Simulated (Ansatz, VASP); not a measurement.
Ti in VASP and in Ansatz

Contents of INCAR:

```
PREC     = Accurate       # precision mode
ENCUT    = 520            # plane-wave cutoff, eV
EDIFF    = 1E-7           # SCF threshold, eV
ISMEAR   = 0              # smearing method
SIGMA    = 0.15           # smearing width, eV
LREAL    = False          # projectors in reciprocal space
LASPH    = True           # aspherical terms in the spheres
NELM     = 80             # most SCF steps
ALGO     = Normal         # electronic algorithm
ISIF     = 2              # what is computed and relaxed
LWAVE    = False          # write WAVECAR
LCHARG   = True           # write CHGCAR
GGA      = PS             # functional
LELF     = True           # ELF
LVHAR    = True         
NBANDS   = 12             # bands
```

KPOINTS

```
regular mesh
0
Gamma
  20 20 20
```

POSCAR

```
Ti
1.0
    0.0000000000      1.9488000000      2.0300000000
    1.9488000000      0.0000000000      2.0300000000
    1.9488000000      1.9488000000      0.0000000000
Ti
1
Direct
    0.0000000000      0.0000000000      0.0000000000
```

Input for Ansatz:

```yaml
crystal:
  lattice:
    - [0.0, 1.9488, 2.03]
    - [1.9488, 0.0, 2.03]
    - [1.9488, 1.9488, 0.0]
  atoms:
    - { symbol: Ti, position: [0.0, 0.0, 0.0] }
basis:
  ecutwfc: 420
kpoints:
  mp_grid: { grid: [20, 20, 20] }
hamiltonian:
  xc: pbesol
scf:
  occupations: { method: gaussian, width: 0.15 }
output:
  forces: true
  stress: true
  eigenvalues: true
```

Change from the starting cell: strain -0.040 along x and y, +0.000 along z, atoms carried along.

Alike in both runs: task single point; functional PBEsol; k mesh 20 × 20 × 20; occupations gaussian, width 0.15 eV; no spin polarisation.

```csv
,VASP,Ansatz
version,VASP 6.6.1,Ansatz 0.2.0
potentials or method,"VASP PAW PBE potentials, release 64 (Ti_sv), cutoff 520 eV","scalar-relativistic, plane waves, PAW"
valence electrons in the cell,12,12
```

|  | VASP | Ansatz | Ansatz less VASP |
| --- | --- | --- | --- |
| gap on the k mesh at the Fermi level (eV) | none | none | - |
| pressure (GPa) | 9.9 | 10.3 | +0.44 |
| traceless stress, the component that is largest in VASP (GPa) | -0.94 | -0.92 | +0.018 |

VASP's potentials were made for PBE, not for PBEsol. A gap of «none» marks a metal or a gap that the smearing closes. With one functional, cell and mesh, what is left measures potentials, basis and numerics.
